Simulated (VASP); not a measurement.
Crystal: MgO2.

```
Mg O
1.0
     1.60476    0.92651    3.49398
    -1.60476    0.92651    3.49398
     0.00000   -1.85302    3.49398
Mg O
1 2
Direct
  0.00000 0.00000 0.00000
  0.42879 0.42879 0.42879
  0.57121 0.57121 0.57121
```

* Program: VASP 6.6.1
* Task: relaxation of cell and atoms
* Functional: PBEsol
* Potentials or basis: VASP PAW PBE potentials, release 64 (Mg_sv, O)
* Cutoff: 840 eV
* k mesh: 12 × 12 × 12
* Occupations: gaussian, width 0.02 eV
* Spin: no spin polarisation

At the start: pressure -4.5 GPa; volume 10.39 Å³/atom.

Problem. Where does the relaxation end?

Solution. Over 10 steps the energy falls by 5.0 meV/atom and the volume is 10.04 Å³/atom (-3.4 %); space group R-3m (No. 166, to 0.1 Å) before and after.

Step by step:
```csv
step,energy change (eV),largest force (eV/Å),pressure (GPa),volume (Å³)
1,0.0000,0.1860,-4.49,31.17
2,-0.0032,0.7292,2.29,29.87
3,-0.0118,0.2759,-0.98,30.46
4,-0.0124,0.2981,0.89,29.86
5,-0.0149,0.0306,-0.03,30.14
6,-0.0150,0.0106,0.04,30.12
7,-0.0151,0.0067,0.09,30.10
8,-0.0151,0.0086,0.08,30.10
9,-0.0151,0.0249,-0.06,30.12
10,-0.0151,0.0040,0.04,30.11
```

Final structure:
```
CELL_PARAMETERS angstrom
1.58472 0.91494 3.46087
-1.58472 0.91494 3.46087
0.00000 -1.82988 3.46087
ATOMIC_POSITIONS crystal
Mg 0.00000 0.00000 0.00000
O 0.42894 0.42894 0.42894
O 0.57106 0.57106 0.57106
```

Caveat: the PAW data sets were made with another functional, which shifts forces and pressure a little.
